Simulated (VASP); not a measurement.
# CuI (Cmcm) in VASP: notebook, part 2 of 3

VASP 6.6.1.

## (4) Single point, PBEsol

This run uses another cell than the first one, of the same volume but with other edges.

Input file INCAR:

```
SYSTEM = CuI
ALGO     = Normal         ! electronic algorithm
EDIFF    = 1E-7           ! SCF threshold, eV
ENCUT    = 520            ! plane-wave cutoff, eV
GGA      = PS             ! functional
ISIF     = 2              ! what is computed and relaxed
ISMEAR   = -1             ! smearing method
LASPH    = .TRUE.         ! aspherical terms in the spheres
LCHARG   = .FALSE.        ! write CHGCAR
LREAL    = .FALSE.        ! projectors in reciprocal space
LWAVE    = .FALSE.        ! write WAVECAR
NBANDS   = 26             ! bands
NELM     = 100            ! most SCF steps
PREC     = Accurate       ! precision mode
SIGMA    = 0.05           ! smearing width, eV
```

Input file KPOINTS:

```
k-points
0
G
  4 4 6
  0 0 0
```

Input file POSCAR:

```
CuI
1.0
    3.7580553739     -3.7358269458      0.0000000000
    3.7580553739      3.7358269458      0.0000000000
    0.0000000000      0.0000000000      4.2501402384
Cu I
2 2
Direct
    0.4204388300      0.5795611700      0.7500000000
    0.5795611700      0.4204388300      0.2500000000
    0.7700426800      0.2299573200      0.7500000000
    0.2299573200      0.7700426800      0.2500000000
```

Potentials or basis: VASP PAW PBE potentials, release 64 (Cu, I).

Run with:

```console
$ cat potpaw_PBE.64/Cu/POTCAR potpaw_PBE.64/I/POTCAR > POTCAR
$ mpirun -np 1 vasp_std > vasp.out
```

OUTCAR:

```text
SYSTEM = CuI
   EDIFF = 1E-7
   ENCUT = 520
   GGA = PS
   ISIF = 2
   ISMEAR = -1
   LASPH = .TRUE.
   LREAL = .FALSE.
   NELM = 100
   PREC = Accurate

 ion  position               nearest neighbor table
   1  0.420  0.580  0.750-   2 2.44   2 2.44   4 2.56   4 2.56   3 2.61
   2  0.580  0.420  0.250-   1 2.44   1 2.44   3 2.56   3 2.56   4 2.61
   3  0.770  0.230  0.750-   2 2.56   2 2.56   1 2.61
   4  0.230  0.770  0.250-   1 2.56   1 2.56   2 2.61

  LATTYP: Found a base centered orthorhombic cell.
 ALAT       =     7.4716538916
 B/A-ratio  =     1.0059500690
 C/A-ratio  =     0.5688352673

  Lattice vectors:

 A1 = (  -3.7580553739,  -3.7358269458,   0.0000000000)
 A2 = (   3.7580553739,  -3.7358269458,   0.0000000000)
 A3 = (   0.0000000000,   0.0000000000,   4.2501402384)

Analysis of symmetry for initial positions (statically):
=====================================================================
 Subroutine PRICEL returns:
 Original cell was already a primitive cell.

 Routine SETGRP: Setting up the symmetry group for a
 base centered orthorhombic supercell.

 Subroutine GETGRP returns: Found  8 space group operations
 (whereof  4 operations were pure point group operations)
 out of a pool of  8 trial point group operations.

The static configuration has the point symmetry C_2h.
 The point group associated with its full space group is D_2h.

Analysis of symmetry for dynamics (positions and initial velocities):
=====================================================================
 Subroutine PRICEL returns:
 Original cell was already a primitive cell.

 Routine SETGRP: Setting up the symmetry group for a
 base centered orthorhombic supercell.

 Subroutine GETGRP returns: Found  8 space group operations
 (whereof  4 operations were pure point group operations)
 out of a pool of  8 trial point group operations.

The dynamic configuration has the point symmetry C_2h.
 The point group associated with its full space group is D_2h.

 Subroutine INISYM returns: Found  8 space group operations
 (whereof  4 operations are pure point group operations),
 and found     1 'primitive' translations

----------------------------------------------------------------------------------------

                                     Primitive cell

  volume of cell :     119.3392

  direct lattice vectors                    reciprocal lattice vectors
     3.758055374 -3.735826946  0.000000000     0.133047534 -0.133839176  0.000000000
     3.758055374  3.735826946  0.000000000     0.133047534  0.133839176  0.000000000
     0.000000000  0.000000000  4.250140238     0.000000000  0.000000000  0.235286354

  length of vectors
     5.298998317  5.298998317  4.250140238     0.188718233  0.188718233  0.235286354

  position of ions in fractional coordinates (direct lattice)
     0.420438830  0.579561170  0.750000000
     0.579561170  0.420438830  0.250000000
     0.770042680  0.229957320  0.750000000
     0.229957320  0.770042680  0.250000000

  ion indices of the primitive-cell ions
   primitive index   ion index
                 1           1
                 2           2
                 3           3
                 4           4

----------------------------------------------------------------------------------------

 KPOINTS: k-points

Automatic generation of k-mesh.
 Grid dimensions read from file:
 generate k-points for:    4    4    6

 Generating k-lattice:

  Cartesian coordinates                     Fractional coordinates (reciprocal lattice)
     0.033261883 -0.033459794  0.000000000     0.250000000  0.000000000  0.000000000
     0.033261883  0.033459794  0.000000000     0.000000000  0.250000000  0.000000000
     0.000000000  0.000000000  0.039214392     0.000000000  0.000000000  0.166666667

  Length of vectors
     0.047179558  0.047179558  0.039214392

  Shift w.r.t. Gamma in fractional coordinates (k-lattice)
     0.000000000  0.000000000  0.000000000

 Subroutine IBZKPT returns following result:
 ===========================================

 Found     28 irreducible k-points:

 Following reciprocal coordinates:
            Coordinates               Weight
  0.000000  0.000000  0.000000      1.000000
  0.250000  0.000000  0.000000      4.000000
  0.500000  0.000000  0.000000      2.000000
  0.250000  0.250000  0.000000      2.000000
  0.500000  0.250000  0.000000      4.000000
 -0.250000  0.250000  0.000000      2.000000
[... 16 lines left out ...]
  0.250000  0.000000  0.500000      4.000000
  0.500000  0.000000  0.500000      2.000000
 [... further k-points ...]
   k-points           NKPTS =     28   k-points in BZ     NKDIM =     28   number of bands    NBANDS=     26
   number of dos      NEDOS =    301   number of ions     NIONS =      4
   total plane-waves  NPLWV =  51200
   dimension x,y,z NGX =    40 NGY =   40 NGZ =   32
   dimension x,y,z NGXF=    80 NGYF=   80 NGZF=   64
   ions per type =               2   2
   NGX,Y,Z   is equivalent  to a cutoff of  12.55, 12.55, 12.52 a.u.
   NGXF,Y,Z  is equivalent  to a cutoff of  25.10, 25.10, 25.03 a.u.
 SYSTEM =  CuI
   PREC   = accura    normal or accurate (medium, high low for compatibility)
   ISTART =      0    job   : 0-new  1-cont  2-samecut
   ICHARG =      2    charge: 1-file 2-atom 10-const
   ISPIN  =      1    spin polarized calculation?
   LNONCOLLINEAR =      F non collinear calculations
   LSORBIT =      F    spin-orbit coupling
   LASPH  =      T    aspherical Exc in radial PAW
   ENCUT  =  520.0 eV  38.22 Ry    6.18 a.u.   9.85  9.85  7.90*2*pi/ulx,y,z
   NELM   =    100;   NELMIN=  2; NELMDL= -5     # of ELM steps
   EDIFF  = 0.1E-06   stopping-criterion for ELM
   LREAL  =      F    real-space projection
   EDIFFG = 0.1E-05   stopping-criterion for IOM
   NSW    =      0    number of steps for IOM
   IBRION =     -1    ionic relax: 0-MD 1-quasi-New 2-CG
   NFREE  =      0    steps in history (QN), initial steepest desc. (CG)
   ISIF   =      2    stress and relaxation
   ISYM   =      2    0-nonsym 1-usesym 2-fastsym
   POTIM  = 0.5000    time-step for ionic-motion
   TEBEG  =    0.0;   TEEND  =   0.0 temperature during run
   PSTRESS=    0.0 pullay stress
   NELECT =      36.0000    total number of electrons
   NUPDOWN=      -1.0000    fix difference up-down
   EMIN   =  10.00;   EMAX   =-10.00  energy-range for DOS
   EFERMI =   0.00;   METHOD = LEGACY
   ISMEAR =    -1;   SIGMA  =   0.05  broadening in eV -4-tet -1-fermi 0-gaus
   EFERMI_NEDOS =   21; number of points for ismear=-14 and -15
   IALGO  =     38    algorithm
   IMIX   =      4    mixing-type and parameters
     AMIX     =   0.40;   BMIX     =  1.00
     AMIX_MAG =   1.60;   BMIX_MAG =  1.00
  volume/ion in A,a.u.               =      29.83       201.34
  Fermi-wavevector in a.u.,A,eV,Ry     =   1.097947  2.074818 16.401647  1.205487
  Thomas-Fermi vector in A             =   2.234316
   LORBIT       =      0    0 simple, 1 ext, 2 COOP (PROOUT), +10 PAW based schemes
   GGA     = PS    functional components
   LHFCALC =     F    Hartree Fock is set to
   AEXX    =    0.0000 exact exchange contribution
   IVDW    =     0    specifies the selected vdW correction
   LEPSILON=     F    determine dielectric tensor
   LRPA    =     F    only Hartree local field effects (RPA)
 non-spin polarized calculation
  energy-cutoff  :      520.00
  volume of cell :      119.34
 maximum number of plane-waves:      3244
   NGX = 19   NGY = 19   NGZ = 15

 number of electron      35.9999989 magnetization

 Free energy of the ion-electron system (eV)
  ---------------------------------------------------
  ext. energy  EPLUGINS =         0.00000000
  ---------------------------------------------------
  free energy    TOTEN  =       -12.33593140 eV

  energy without entropy =      -12.33592828  energy(sigma->0) =      -12.33592984

 E-fermi :   4.2140     XC(G=0):  -8.7703

 val. band max:        3.7557486646   @ k =   0.0000   0.0000   0.0000
 cond. band min:       4.6562266073   @ k =   0.0000   0.0000   0.0000
 fundamental gap:      0.9004779427
 Fermi energy:         4.2139854339

 k-point     1 :       0.0000    0.0000    0.0000
  band No.  band energies     occupation
      1     -10.1768      2.00000
      2      -9.4420      2.00000
      3      -1.9251      2.00000
      4      -0.5789      2.00000
      5      -0.3233      2.00000
      6      -0.2557      2.00000
[... 685 lines left out ...]
     25      12.3181      0.00000
     26      12.3181      0.00000

 [... further k-points ...]

------------------------ aborting loop because EDIFF is reached ----------------------------------------

  FORCE on cell =-STRESS in cart. coord.  units (eV):
  Direction    XX          YY          ZZ          XY          YZ          ZX
  --------------------------------------------------------------------------------------
  -------------------------------------------------------------------------------------
  Total       -0.2817846     -1.0455053     -0.3738955      0.0000000      0.0000000      0.0000000
  in kB       -3.7830726    -14.0363325     -5.0196992      0.0000000      0.0000000      0.0000000
  external PRESSURE =      -7.6130348 kB  Pullay stress =       0.0000000 kB

 VOLUME and BASIS-vectors are now :
 -----------------------------------------------------------------------------
  energy-cutoff  :      520.00
  volume of cell :      119.34
      direct lattice vectors                 reciprocal lattice vectors
     3.758055374 -3.735826946  0.000000000     0.133047534 -0.133839176  0.000000000
     3.758055374  3.735826946  0.000000000     0.133047534  0.133839176  0.000000000
     0.000000000  0.000000000  4.250140238     0.000000000  0.000000000  0.235286354

 POSITION                                       TOTAL-FORCE (eV/Angst)
 -----------------------------------------------------------------------------------
      3.75806      0.59445      3.18761         0.000000      0.028893      0.000000
      3.75806     -0.59445      1.06254         0.000000     -0.028893     -0.000000
      3.75806     -2.01767      3.18761         0.000000      0.159218     -0.000000
      3.75806      2.01767      1.06254         0.000000     -0.159218     -0.000000
 -----------------------------------------------------------------------------------
    total drift:                                0.000000     -0.000000      0.000000

  FREE ENERGIE OF THE ION-ELECTRON SYSTEM (eV)
  ---------------------------------------------------
  free  energy   TOTEN  =       -12.3359313974 eV

  energy  without entropy=      -12.3359282791  energy(sigma->0) =      -12.33592984
```

Wall time 2.4 min (1 thread of Intel Xeon 8259CL, shared host); peak memory 0.27 GiB.

What came out:

```
Free energy            : -12.3359 eV
Pressure               : -0.8 GPa
Largest force          : 0.159 eV/Å
Band gap on the k mesh : 0.90 eV
```

Forces in eV/Å, atoms in the order of the input:
```
Cu   0.000  0.029  0.000
Cu   0.000 -0.029  0.000
I    0.000  0.159  0.000
I    0.000 -0.159  0.000
```

Levels at points of the mesh, in eV from the valence-band top:
```tsv
k point	band 14	band 15	band 16	band 17	band 18	band 19	band 20	band 21	band 22	band 23
(0.00, 0.00, 0.00)	-1.92	-1.86	-1.54	-1.01	0.00	0.90	1.59	2.50	4.48	5.08
(0.50, 0.00, 0.00)	-1.96	-1.85	-1.46	-1.44	-0.38	2.76	2.85	3.37	3.92	5.47
(0.50, 0.50, 0.00)	-2.00	-1.84	-1.09	-0.84	-0.20	1.60	2.80	4.29	4.73	5.10
(0.00, 0.00, 0.50)	-2.00	-1.89	-1.89	-1.65	-1.65	3.58	3.58	3.71	3.71	5.78
(0.50, 0.00, 0.50)	-2.03	-1.90	-1.90	-1.42	-1.42	2.08	2.08	3.34	3.34	7.20
(0.50, 0.50, 0.50)	-2.08	-1.86	-1.86	-1.65	-1.65	3.89	3.89	4.38	4.38	6.39
```

Caveat: the PAW data sets were made with another functional, which shifts forces and pressure a little; spin-orbit coupling is left out, which moves the levels of the heavy elements.

(Continued in part 3 of 3.)
